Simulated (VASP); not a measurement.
SrOs2:

```xyz
3
Lattice="3.5538 0.0000 0.0000 -1.7769 3.0776 0.0000 0.0000 0.0000 5.7938" Properties=species:S:1:pos:R:3 pbc="T T T"
Sr    0.0000    0.0000    0.0000
Os    0.0000    2.0518    1.4485
Os    1.7769    1.0259    4.3454
```

The cell was generated, and may not be a known phase.

```yaml
Program: VASP 6.6.1
Task: relaxation of cell and atoms
Functional: PBE
Potentials_or_basis: VASP PAW PBE potentials, release 64 (Sr_sv, Os)
Cutoff: 600 eV
k_mesh: 6 × 6 × 4
Occupations: gaussian, width 0.1 eV
Spin: no spin polarisation
```

At the start: pressure 15.6 GPa; volume 21.12 Å³/atom.

**Question.** Where does the relaxation end?

**Answer.** Over 27 steps the energy falls by 3809.7 meV/atom and the volume is 24.85 Å³/atom (+17.6 %); space group P-3m1 (No. 164, to 0.1 Å) before and after.

The path:
```tsv
step	energy change (eV)	largest force (eV/Å)	pressure (GPa)	volume (Å³)
1	0.0000	5.9903	15.62	63.37
2	-2.6084	3.6265	-11.37	84.17
3	-2.6604	3.4318	-12.48	87.14
4	-6.4151	3.7404	-16.04	76.25
5	-7.7482	5.6024	35.70	63.78
6	-8.0408	3.5513	-9.86	71.51
7	-8.8012	1.5395	5.34	67.60
8	-8.8024	0.7669	8.87	67.00
9	-7.9974	6.6426	29.00	73.88
10	-8.9727	0.7245	13.32	68.51
11	-9.8524	0.9275	-4.66	83.70
12	-9.8537	0.9455	-5.03	84.16
13	-10.2375	1.0315	-5.33	84.77
14	-10.8830	0.8560	-12.61	83.34
15	-10.9305	1.3414	-10.25	84.56
16	-11.3142	0.6439	-5.35	78.50
17	-11.4118	0.2981	0.26	73.58
18	-11.4119	0.3171	-0.02	73.80
19	-11.4174	0.2763	0.23	73.91
20	-11.4225	0.1765	0.74	74.15
21	-11.4256	0.1518	-0.21	74.82
22	-11.4257	0.1453	-0.42	74.99
23	-11.4274	0.0876	-0.25	74.94
24	-11.4284	0.0032	0.00	74.86
25	-11.4290	0.0043	-0.18	74.85
26	-11.4290	0.0047	-0.25	74.84
27	-11.4291	0.0095	0.15	74.54
```

Final structure:
```xyz
3
Lattice="4.1251 0.0000 0.0000 -2.0625 3.5724 0.0000 0.0000 0.0000 5.0579" Properties=species:S:1:pos:R:3 pbc="T T T"
Sr   -2.0625    3.5724    0.0000
Os    0.0000    2.3816    2.4616
Os    2.0625    1.1908    2.5963
```

Caveat: the volume moved by over 15 % at a fixed basis, so the end points are rough.
